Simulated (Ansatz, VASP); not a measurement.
# HfNbSe4: VASP beside Ansatz

INCAR

```
ALGO = Normal ; EDIFF = 1E-6
ENCUT = 520 ; GGA = PE
ISIF = 2 ; ISMEAR = 0
ISPIN = 2 ; LASPH = True
LCHARG = False ; LMAXMIX = 4
LORBIT = 11 ; LREAL = False
LWAVE = False ; MAGMOM = 0.5 2.48 0.02 0.02 0.02 0.02
NBANDS = 36 ; NELM = 150
PREC = Accurate ; SIGMA = 0.1
```

The input KPOINTS:

```
k-points
0
Gamma
  4 4 4
```

POSCAR

```
HfNbSe4
1.0
    0.0000000000      4.2643184600      4.2643184600
    4.2643184600      0.0000000000      4.2643184600
    4.2643184600      4.2643184600      0.0000000000
Hf Nb Se
1 1 4
Direct
    0.7500000000      0.7500000000      0.7500000000
    0.0000000000      0.0000000000      0.0000000000
    0.8740740100      0.3753086600      0.3753086600
    0.3753086600      0.3753086600      0.3753086600
    0.3753086600      0.8740740100      0.3753086600
    0.3753086600      0.3753086600      0.8740740100
```

Input for Ansatz:

```yaml
crystal:
  lattice:
    - [0.0, 4.26431846, 4.26431846]
    - [4.26431846, 0.0, 4.26431846]
    - [4.26431846, 4.26431846, 0.0]
  atoms:
    - { symbol: Hf, position: [0.75, 0.75, 0.75] }
    - { symbol: Nb, position: [0.0, 0.0, 0.0] }
    - { symbol: Se, position: [0.87407401, 0.37530866, 0.37530866] }
    - { symbol: Se, position: [0.37530866, 0.37530866, 0.37530866] }
    - { symbol: Se, position: [0.37530866, 0.87407401, 0.37530866] }
    - { symbol: Se, position: [0.37530866, 0.37530866, 0.87407401] }
basis:
  ecutwfc: 420
kpoints:
  mp_grid: { grid: [4, 4, 4] }
hamiltonian:
  xc: pbe
scf:
  occupations: { method: gaussian, width: 0.1 }
  lower_state_search: "off"
output:
  forces: true
  stress: true
  eigenvalues: true
  populations: true
magnetization:
  spin_polarized: true
```

Change from the starting cell: species swapped into the CeLuAl4 type (F-43m, No. 216).

Alike in both runs: task single point; functional PBE; k mesh 4 × 4 × 4; occupations gaussian, width 0.1 eV; collinear spin.

|  | VASP | Ansatz |
| --- | --- | --- |
| version | VASP 6.6.1 | Ansatz 0.2.0 |
| potentials or method | VASP PAW PBE potentials, release 64 (Hf_pv, Nb_sv, Se), cutoff 520 eV | scalar-relativistic, plane waves, PAW |
| valence electrons in the cell | 47 | 103 |

```csv
,VASP,Ansatz,Ansatz less VASP
gap on the k mesh at the Fermi level (eV),none,none,-
pressure (GPa),-10.5,-10.4,+0.11
rms of the force components (eV/Å),0.008,0.007,-0.0007
net moment per atom (μB),0.58,0.58,+0.001
size of the moment on the site where the two differ most (μB),1.84,2.26,+0.416
```

Site moments also hang on the region over which each program counts them. Atom by atom the forces differ by 0.001 eV/Å (rms over components). A gap of «none» marks a metal or a gap that the smearing closes. VASP's potentials hold 47 valence electrons a cell and Ansatz's 103, so a difference there can come from the potentials and not from the codes. Ansatz's warnings: no starting moments.

Neither program's run includes spin-orbit coupling.
